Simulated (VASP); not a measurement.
Wanted: the native input for a VASP 6.6.1 run.

| Property | Result |
| --- | --- |
| Task | single point |
| Functional | PBEsol |
| Potentials or basis | VASP PAW PBE potentials, release 64 (Sb) |
| Cutoff | 520 eV |
| k mesh | 16 × 16 × 16 |
| Occupations | fermi-dirac, width 0.1 eV |
| Spin | no spin polarisation |
| Dipole correction | no |
| Further INCAR settings | ALGO = Normal; EDIFF = 1e-06; NBANDS = 8 |

The structure of Sb lies in POSCAR:

```
Sb
1.0
   -1.8562324715      1.8562324715      1.8562324715
    1.8562324715     -1.8562324715      1.8562324715
    1.8562324715      1.8562324715     -1.8562324715
Sb
1
Direct
    0.0000000000      0.0000000000      0.0000000000
```

One way to write it, as run:

INCAR

```
SYSTEM = Sb
ALGO = Normal
EDIFF = 1E-6
ENCUT = 520
GGA = PS
ISIF = 2
ISMEAR = -1
LASPH = .TRUE.
LCHARG = .FALSE.
LREAL = .FALSE.
LWAVE = .FALSE.
NBANDS = 8
NELM = 60
PREC = Accurate
SIGMA = 0.1
```

KPOINTS

```
k-points
0
G
  16 16 16
  0 0 0
```

Potentials or basis: VASP PAW PBE potentials, release 64 (Sb).

Run with:

```sh
$ cat potpaw_PBE.64/Sb/POTCAR > POTCAR
$ mpirun -np 1 vasp_std > vasp.out
```

It gave:

```json
{
  "Pressure": "1.0 GPa"
}
```

Caveat: the PAW data sets were made with another functional, which shifts forces and pressure a little.

It took 10 s on 1 thread of Intel(R) Xeon(R) Platinum 8259CL CPU @ 2.50GHz (Skylake/Cascade Lake), on a shared host, peak memory 0.15 GiB.
